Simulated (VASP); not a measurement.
# MoSe2 in VASP: single point with PBE+D3(BJ)

Aim: the single point of MoSe2 with PBE+D3(BJ).

Program: VASP 6.6.1. These are calculated values, not measurements. Logs are shortened: lines on timing, memory, paths and dates and some standing lists are left out, and cuts for length are marked.

## (1) The cell of the first run

The cell holds a slab with vacuum, 12 atoms: a = 3.276 Å, b = 3.276 Å, c = 39.447 Å, α = 90.00°, β = 90.00°, γ = 120.00°.

## (2) Single point, PBE+D3(BJ)

Input file INCAR:

```
PREC = Accurate ; ENCUT = 520
EDIFF = 1E-6 ; ISMEAR = 0
SIGMA = 0.05 ; LREAL = False
LASPH = True ; NELM = 100
ALGO = Normal ; ISIF = 2
LWAVE = False ; LCHARG = False
LDIPOL = True ; IDIPOL = 3
DIPOL = 0.5 0.5 0.500 ; GGA = PE
IVDW = 12 ; NBANDS = 64
```

Input file KPOINTS:

```
Automatic mesh
0
Gamma
  9 9 1
```

Input file POSCAR:

```
MoSe2
1.0
    3.2761977891      0.0000000000      0.0000000000
   -1.6380988945      2.8372705132      0.0000000000
    0.0000000000      0.0000000000     39.4467184635
Se Mo
8 4
Direct
    0.3333333333      0.6666666667      0.2154805350
    0.3333333333      0.6666666667      0.3003814867
    0.6666666667      0.3333333333      0.3768598611
    0.6666666667      0.3333333333      0.4617608128
    0.3333333333      0.6666666667      0.5382391872
    0.3333333333      0.6666666667      0.6231401389
    0.6666666667      0.3333333333      0.6996185133
    0.6666666667      0.3333333333      0.7845194650
    0.6666666667      0.3333333333      0.2579310109
    0.3333333333      0.6666666667      0.4193103370
    0.6666666667      0.3333333333      0.5806896630
    0.3333333333      0.6666666667      0.7420689891
```

Potentials or basis: VASP PAW PBE potentials, release 64 (Se, Mo_sv).

Launch:

```bash
$ cat potpaw_PBE.64/Se/POTCAR potpaw_PBE.64/Mo_sv/POTCAR > POTCAR
$ mpirun -np 1 vasp_std > vasp.out
```

OUTCAR:

```text
PREC = Accurate
   ENCUT = 520
   EDIFF = 1E-6
   ISMEAR = 0
   LREAL = False
   LASPH = True
   NELM = 100
   ISIF = 2
   GGA = PE
   IVDW = 12
 IVDW          = 12

 ion  position               nearest neighbor table
   1  0.333  0.667  0.215-   9 2.53   9 2.53   9 2.53
   2  0.333  0.667  0.300-   9 2.53   9 2.53   9 2.53
   3  0.667  0.333  0.377-  10 2.53  10 2.53  10 2.53
   4  0.667  0.333  0.462-  10 2.53  10 2.53  10 2.53
   5  0.333  0.667  0.538-  11 2.53  11 2.53  11 2.53
   6  0.333  0.667  0.623-  11 2.53  11 2.53  11 2.53
   7  0.667  0.333  0.700-  12 2.53  12 2.53  12 2.53
   8  0.667  0.333  0.785-  12 2.53  12 2.53  12 2.53
   9  0.667  0.333  0.258-   2 2.53   2 2.53   2 2.53   1 2.53   1 2.53   1 2.53
  10  0.333  0.667  0.419-   4 2.53   4 2.53   4 2.53   3 2.53   3 2.53   3 2.53
  11  0.667  0.333  0.581-   5 2.53   5 2.53   5 2.53   6 2.53   6 2.53   6 2.53
  12  0.333  0.667  0.742-   7 2.53   7 2.53   7 2.53   8 2.53   8 2.53   8 2.53

  LATTYP: Found a hexagonal cell.
 ALAT       =     3.2761977891
 C/A-ratio  =    12.0403959110

  Lattice vectors:

 A1 = (   3.2761977891,   0.0000000000,   0.0000000000)
 A2 = (  -1.6380988945,   2.8372705132,   0.0000000000)
 A3 = (   0.0000000000,   0.0000000000,  39.4467184635)

Analysis of symmetry for initial positions (statically):
=====================================================================
 Subroutine PRICEL returns:
 Original cell was already a primitive cell.

 Routine SETGRP: Setting up the symmetry group for a
 hexagonal supercell.

 Subroutine GETGRP returns: Found 12 space group operations
 (whereof 12 operations were pure point group operations)
 out of a pool of 24 trial point group operations.

The static configuration has the point symmetry D_3d.

Analysis of symmetry for dynamics (positions and initial velocities):
=====================================================================
 Subroutine PRICEL returns:
 Original cell was already a primitive cell.

 Routine SETGRP: Setting up the symmetry group for a
 hexagonal supercell.

 Subroutine GETGRP returns: Found 12 space group operations
 (whereof 12 operations were pure point group operations)
 out of a pool of 24 trial point group operations.

The dynamic configuration has the point symmetry D_3d.

 Subroutine INISYM returns: Found 12 space group operations
 (whereof 12 operations are pure point group operations),
 and found     1 'primitive' translations

----------------------------------------------------------------------------------------

                                     Primitive cell

  volume of cell :     366.6754

  direct lattice vectors                    reciprocal lattice vectors
     3.276197789  0.000000000  0.000000000     0.305231877  0.176225706  0.000000000
    -1.638098894  2.837270513  0.000000000     0.000000000  0.352451412  0.000000000
     0.000000000  0.000000000 39.446718463     0.000000000  0.000000000  0.025350651

  length of vectors
     3.276197789  3.276197789 39.446718463     0.352451412  0.352451412  0.025350651

  position of ions in fractional coordinates (direct lattice)
     0.333333333  0.666666667  0.215480535
     0.333333333  0.666666667  0.300381487
     0.666666667  0.333333333  0.376859861
     0.666666667  0.333333333  0.461760813
     0.333333333  0.666666667  0.538239187
     0.333333333  0.666666667  0.623140139
     0.666666667  0.333333333  0.699618513
     0.666666667  0.333333333  0.784519465
     0.666666667  0.333333333  0.257931011
     0.333333333  0.666666667  0.419310337
     0.666666667  0.333333333  0.580689663
     0.333333333  0.666666667  0.742068989

  ion indices of the primitive-cell ions
   primitive index   ion index
                 1           1
                 2           2
                 3           3
                 4           4
                 5           5
                 6           6
                 7           7
                 8           8
                 9           9
                10          10
                11          11
                12          12

----------------------------------------------------------------------------------------

 KPOINTS: Automatic mesh

Automatic generation of k-mesh.
 Grid dimensions read from file:
 generate k-points for:    9    9    1

 Generating k-lattice:

  Cartesian coordinates                     Fractional coordinates (reciprocal lattice)
     0.033914653  0.019580634  0.000000000     0.111111111  0.000000000  0.000000000
     0.000000000  0.039161268  0.000000000     0.000000000  0.111111111  0.000000000
     0.000000000  0.000000000  0.025350651     0.000000000  0.000000000  1.000000000

  Length of vectors
     0.039161268  0.039161268  0.025350651

  Shift w.r.t. Gamma in fractional coordinates (k-lattice)
     0.000000000  0.000000000  0.000000000

 Subroutine IBZKPT returns following result:
 ===========================================

 Found     12 irreducible k-points:

 Following reciprocal coordinates:
            Coordinates               Weight
  0.000000  0.000000  0.000000      1.000000
  0.111111  0.000000  0.000000      6.000000
  0.222222  0.000000  0.000000      6.000000
  0.333333  0.000000  0.000000      6.000000
  0.444444  0.000000  0.000000      6.000000
  0.111111  0.111111  0.000000      6.000000
  0.222222  0.111111  0.000000     12.000000
  0.333333  0.111111  0.000000     12.000000
  0.444444  0.111111  0.000000      6.000000
  0.222222  0.222222  0.000000      6.000000
  0.333333  0.222222  0.000000     12.000000
  0.333333  0.333333  0.000000      2.000000
   k-points           NKPTS =     12   k-points in BZ     NKDIM =     12   number of bands    NBANDS=     64
   number of dos      NEDOS =    301   number of ions     NIONS =     12
   total plane-waves  NPLWV = 169344
   dimension x,y,z NGX =    24 NGY =   24 NGZ =  294
   dimension x,y,z NGXF=    48 NGYF=   48 NGZF=  588
   ions per type =               8   4
   NGX,Y,Z   is equivalent  to a cutoff of  12.18, 12.18, 12.39 a.u.
   NGXF,Y,Z  is equivalent  to a cutoff of  24.36, 24.36, 24.78 a.u.
 SYSTEM =  unknown system
   PREC   = accura    normal or accurate (medium, high low for compatibility)
   ISTART =      0    job   : 0-new  1-cont  2-samecut
   ICHARG =      2    charge: 1-file 2-atom 10-const
   ISPIN  =      1    spin polarized calculation?
   LNONCOLLINEAR =      F non collinear calculations
   LSORBIT =      F    spin-orbit coupling
   LASPH  =      T    aspherical Exc in radial PAW
   ENCUT  =  520.0 eV  38.22 Ry    6.18 a.u.   6.09  6.09 73.34*2*pi/ulx,y,z
   NELM   =    100;   NELMIN=  2; NELMDL= -5     # of ELM steps
   EDIFF  = 0.1E-05   stopping-criterion for ELM
   LREAL  =      F    real-space projection
   EDIFFG = 0.1E-04   stopping-criterion for IOM
   NSW    =      0    number of steps for IOM
   IBRION =     -1    ionic relax: 0-MD 1-quasi-New 2-CG
   NFREE  =      0    steps in history (QN), initial steepest desc. (CG)
   ISIF   =      2    stress and relaxation
   ISYM   =      2    0-nonsym 1-usesym 2-fastsym
   POTIM  = 0.5000    time-step for ionic-motion
   TEBEG  =    0.0;   TEEND  =   0.0 temperature during run
   PSTRESS=    0.0 pullay stress
   NELECT =     104.0000    total number of electrons
   NUPDOWN=      -1.0000    fix difference up-down
   EMIN   =  10.00;   EMAX   =-10.00  energy-range for DOS
   EFERMI =   0.00;   METHOD = LEGACY
   ISMEAR =     0;   SIGMA  =   0.05  broadening in eV -4-tet -1-fermi 0-gaus
   EFERMI_NEDOS =   21; number of points for ismear=-14 and -15
   IALGO  =     38    algorithm
   IMIX   =      4    mixing-type and parameters
     AMIX     =   0.40;   BMIX     =  1.00
     AMIX_MAG =   1.60;   BMIX_MAG =  1.00
  volume/ion in A,a.u.               =      30.56       206.20
  Fermi-wavevector in a.u.,A,eV,Ry     =   1.075620  2.032626 15.741362  1.156957
  Thomas-Fermi vector in A             =   2.211481
   LORBIT       =      0    0 simple, 1 ext, 2 COOP (PROOUT), +10 PAW based schemes
   GGA     = PE    functional components
   LHFCALC =     F    Hartree Fock is set to
   AEXX    =    0.0000 exact exchange contribution
   IVDW    =    12    specifies the selected vdW correction
   LEPSILON=     F    determine dielectric tensor
   LRPA    =     F    only Hartree local field effects (RPA)
 non-spin polarized calculation
 Gauss-broadening in eV      SIGMA  =   0.05
  energy-cutoff  :      520.00
  volume of cell :      366.68
 maximum number of plane-waves:      9984
   NGX = 13   NGY = 13   NGZ =147

 dipolmoment           0.000000      0.000000      0.000000 electrons x Angstroem

 number of electron     104.0000001 magnetization

 dipolmoment           0.000000      0.000000     -0.000000 electrons x Angstroem

 Free energy of the ion-electron system (eV)
  ---------------------------------------------------
  ext. energy  EPLUGINS =         0.00000000
  ---------------------------------------------------
  free energy    TOTEN  =       -79.68862969 eV

  energy without entropy =      -79.68862969  energy(sigma->0) =      -79.68862969

 E-fermi :   2.8741     XC(G=0):  -7.2745

 val. band max:        2.5761742595   @ k =   0.0000   0.0000   0.0000
 cond. band min:       3.5307919447   @ k =   0.2222   0.1111   0.0000
 fundamental gap:      0.9546176851
 Fermi energy:         2.8740935769

 k-point     1 :       0.0000    0.0000    0.0000
  band No.  band energies     occupation
      1     -58.5897      2.00000
      2     -58.5897      2.00000
      3     -58.5873      2.00000
      4     -58.5873      2.00000
      5     -32.7617      2.00000
      6     -32.7616      2.00000
[... 793 lines left out ...]
     63       5.3340      0.00000
     64       5.3340      0.00000

------------------------ aborting loop because EDIFF is reached ----------------------------------------

 vacuum level on the upper side and lower side of the slab       (xc-potential included)        -0.112        -0.112

 Edisp (eV)   -5.34565

 E8    (eV) :    -2.3412

  FORCE on cell =-STRESS in cart. coord.  units (eV):
  Direction    XX          YY          ZZ          XY          YZ          ZX
  --------------------------------------------------------------------------------------
  -------------------------------------------------------------------------------------
  Total       0.60254     0.60254     0.64339     0.00000     0.00000     0.00000
  in kB       2.63280     2.63280     2.81128     0.00000     0.00000     0.00000
  external pressure =        2.69 kB  Pullay stress =        0.00 kB

 VOLUME and BASIS-vectors are now :
 -----------------------------------------------------------------------------
  energy-cutoff  :      520.00
  volume of cell :      366.68
      direct lattice vectors                 reciprocal lattice vectors
     3.276197789  0.000000000  0.000000000     0.305231877  0.176225706  0.000000000
    -1.638098894  2.837270513  0.000000000     0.000000000  0.352451412  0.000000000
     0.000000000  0.000000000 39.446718463     0.000000000  0.000000000  0.025350651

 POSITION                                       TOTAL-FORCE (eV/Angst)
 -----------------------------------------------------------------------------------
     -0.00000      1.89151      8.50000         0.000000      0.000000     -0.062205
     -0.00000      1.89151     11.84906        -0.000000     -0.000000      0.053824
      1.63810      0.94576     14.86588        -0.000000      0.000000     -0.031733
      1.63810      0.94576     18.21495        -0.000000      0.000000      0.033351
     -0.00000      1.89151     21.23177        -0.000000     -0.000000     -0.033351
     -0.00000      1.89151     24.58083        -0.000000      0.000000      0.031733
      1.63810      0.94576     27.59765        -0.000000      0.000000     -0.053824
      1.63810      0.94576     30.94672        -0.000000     -0.000000      0.062205
      1.63810      0.94576     10.17453         0.000000      0.000000      0.003524
     -0.00000      1.89151     16.54042         0.000000     -0.000000      0.000641
      1.63810      0.94576     22.90630        -0.000000      0.000000     -0.000641
     -0.00000      1.89151     29.27219         0.000000     -0.000000     -0.003524
 -----------------------------------------------------------------------------------
    total drift:                               -0.000000     -0.000000      0.000000

  FREE ENERGIE OF THE ION-ELECTRON SYSTEM (eV)
  ---------------------------------------------------
  free  energy   TOTEN  =       -85.0342776816 eV

  energy  without entropy=      -85.0342776816  energy(sigma->0) =      -85.03427768

 vacuum level on the upper side and lower side of the slab         7.418         7.418
```

Wall time 15 min (1 thread of Oxide Virtual Turin-like, shared host); peak memory 0.48 GiB.

What came out:

| Item | Value |
| --- | --- |
| Free energy | -85.0343 eV |
| Largest force | 0.062 eV/Å |
| Band gap on the k mesh | 0.95 eV, indirect (least direct gap 1.49 eV) |
| Dispersion energy per atom | -0.445 eV |

Forces on the atoms (eV/Å):
```
Se   0.000  0.000 -0.062
Se   0.000  0.000  0.054
Se   0.000  0.000 -0.032
Se   0.000  0.000  0.033
Se   0.000  0.000 -0.033
Se   0.000  0.000  0.032
Se   0.000  0.000 -0.054
Se   0.000  0.000  0.062
Mo   0.000  0.000  0.004
Mo   0.000  0.000  0.001
Mo   0.000  0.000 -0.001
Mo   0.000  0.000 -0.004
```
